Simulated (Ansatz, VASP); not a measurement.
Given: the input of a run of VASP 6.6.1 on PbS.

POSCAR

```
PbS
1.0
    2.1540969647      1.2436684624      3.5196180723
   -2.1540969647      1.2436684624      3.5196180723
    0.0000000000     -2.4873369248      3.5196180723
Pb S
1 1
Direct
    0.9805657800      0.9805657800      0.9805657800
    0.4750355500      0.4750355500      0.4750355500
```

INCAR.step1

```
SYSTEM = PbS
PREC     = Accurate       ! precision mode
ENCUT    = 520            ! plane-wave cutoff, eV
EDIFF    = 1E-5           ! SCF threshold, eV
ISMEAR   = -1             ! smearing method
SIGMA    = 0.05           ! smearing width, eV
LREAL    = .FALSE.        ! projectors in reciprocal space
LASPH    = .TRUE.         ! aspherical terms in the spheres
NELM     = 60             ! most SCF steps
ALGO     = Normal         ! electronic algorithm
ISIF     = 2              ! what is computed and relaxed
LWAVE    = .TRUE.         ! write WAVECAR
LCHARG   = .FALSE.        ! write CHGCAR
GGA      = PE             ! functional
NBANDS   = 17             ! bands
```

File INCAR.step2:

```
SYSTEM = PbS
PREC     = Accurate       ! precision mode
ENCUT    = 520            ! plane-wave cutoff, eV
EDIFF    = 1E-6           ! SCF threshold, eV
ISMEAR   = -1             ! smearing method
SIGMA    = 0.05           ! smearing width, eV
LREAL    = .FALSE.        ! projectors in reciprocal space
LASPH    = .TRUE.         ! aspherical terms in the spheres
NELM     = 60             ! most SCF steps
ALGO     = Normal         ! electronic algorithm
ISIF     = 2              ! what is computed and relaxed
LWAVE    = .FALSE.        ! write WAVECAR
LCHARG   = .FALSE.        ! write CHGCAR
GGA      = PE             ! functional
LHFCALC  = .TRUE.         ! exact exchange
AEXX     = 0.25           ! exact-exchange fraction
PRECFOCK = Normal       
ISTART   = 1            
NBANDS   = 17             ! bands
```

KPOINTS

```
Automatic mesh
0
G
  4 4 4
  0 0 0
```

Potentials or basis: VASP PAW PBE potentials, release 64 (Pb_d, S).

Launch:

```bash
$ cat potpaw_PBE.64/Pb_d/POTCAR potpaw_PBE.64/S/POTCAR > POTCAR
$ cp INCAR.step1 INCAR
$ mpirun -np 1 vasp_std > vasp.out
$ cp INCAR.step2 INCAR
$ mpirun -np 1 vasp_std > vasp.out
```

Question: Translate it to Ansatz 0.2.0. Potentials there: Ansatz PAW.

Answer: As run (the cutoff follows the program's own potentials):

The input input.yaml:

```yaml
crystal:
  lattice:
    - [2.1540969647, 1.2436684624, 3.5196180723]
    - [-2.1540969647, 1.2436684624, 3.5196180723]
    - [0.0, -2.4873369248, 3.5196180723]
  atoms:
    - { symbol: Pb, position: [0.98056578, 0.98056578, 0.98056578] }
    - { symbol: S, position: [0.47503555, 0.47503555, 0.47503555] }
hamiltonian:
  xc: pbe0
  pseudopotentials: { kind: paw }
kpoints:
  mp_grid: { grid: [4, 4, 4] }
scf:
  occupations: { method: fermi_dirac, width: 0.05 }
output:
  forces: true
  stress: true
  eigenvalues: true
```

Potentials or basis: Ansatz PAW.

The run is started by

```console
$ ansatz run input.yaml --threads 2 --pin off --max-ram 5632MiB --backend cpu --events-out ev --progress --plain --runs-dir out
```

Both were run:

|  | VASP | Ansatz | Ansatz less VASP |
| --- | --- | --- | --- |
| gap on the k mesh at the Fermi level (eV) | 1.79 | 1.73 | -0.062 |
| least direct gap on the mesh (eV) | 1.79 | 1.73 | -0.062 |
| pressure (GPa) | -3.3 | -3.0 | +0.23 |
| rms of the force components (eV/Å) | 0.028 | 0.029 | +0.0009 |

Atom by atom the forces differ by 0.001 eV/Å (rms over components).

The k mesh is coarse, so the values compare programs but aren't converged. Spin-orbit coupling is off throughout.
